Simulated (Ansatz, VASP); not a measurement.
# Two plane-wave programs on AlN

The input POSCAR:

```
AlN
1.0
    0.0000000000      2.1839935596      2.1839935596
    2.1839935596      0.0000000000      2.1839935596
    2.1839935596      2.1839935596      0.0000000000
Al N
1 1
Direct
    0.0000000000      0.0000000000      0.0000000000
    0.2500000000      0.2500000000      0.2500000000
```

INCAR.step1

```
  ALGO = Normal
  EDIFF = 1E-5
  ENCUT = 520
  GGA = PE
  ISIF = 2
  ISMEAR = -1
  LASPH = T
  LREAL = F
  LWAVE = T
  NBANDS = 11
  NELM = 80
  PREC = Accurate
  SIGMA = 0.05
```

Contents of INCAR.step2:

```
  AEXX = 0.25
  ALGO = Normal
  EDIFF = 1E-6
  ENCUT = 520
  GGA = PE
  ISIF = 2
  ISMEAR = -1
  ISTART = 1
  LASPH = T
  LCHARG = T
  LELF = T
  LHFCALC = T
  LREAL = F
  LVHAR = T
  LWAVE = F
  NBANDS = 11
  NELM = 80
  PREC = Accurate
  PRECFOCK = Normal
  SIGMA = 0.05
```

File KPOINTS:

```
k-points
0
Gamma
  8 8 8
```

File input:

```
crystal:
  lattice:
    - [0.0, 2.1839935596, 2.1839935596]
    - [2.1839935596, 0.0, 2.1839935596]
    - [2.1839935596, 2.1839935596, 0.0]
  atoms:
    - { symbol: Al, position: [0.0, 0.0, 0.0] }
    - { symbol: "N", position: [0.25, 0.25, 0.25] }
hamiltonian:
  xc: pbe0
  pseudopotentials: { kind: paw }
kpoints:
  mp_grid: { grid: [8, 8, 8] }
  band_path:
    path:
      - [[0.0, 0.0, 0.0], [0.5, 0.0, 0.5], [0.5, 0.25, 0.75], [0.375, 0.375, 0.75], [0.0, 0.0, 0.0], [0.5, 0.5, 0.5], [0.625, 0.25, 0.625], [0.5, 0.25, 0.75], [0.5, 0.5, 0.5], [0.375, 0.375, 0.75]]
      - [[0.625, 0.25, 0.625], [0.5, 0.0, 0.5]]
    npoints: 4
scf:
  occupations: { method: fermi_dirac, width: 0.05 }
  n_extra_bands: 6
output:
  forces: true
  stress: true
  eigenvalues: true
  fatbands: false
```

Alike in both runs: functional PBE0; k mesh 8 × 8 × 8; occupations fermi-dirac, width 0.05 eV; no spin polarisation.

|  | VASP | Ansatz |
| --- | --- | --- |
| version | VASP 6.6.1 | Ansatz 0.2.0 |
| potentials or method | VASP PAW PBE potentials, release 64 (Al, N) | Ansatz PAW |
| plane-wave cutoff (eV) | 520 | 420 |
| valence electrons in the cell | 8 | 8 |
| task | single point | band structure |

```tsv
	VASP	Ansatz	Ansatz less VASP
gap on the k mesh at the Fermi level (eV)	5.29	5.29	-0.008
least direct gap on the mesh (eV)	6.28	6.28	-0.003
pressure (GPa)	-0.6	-0.5	+0.09
```

The functional is the same, so the differences come from potentials, cutoffs and numerics.
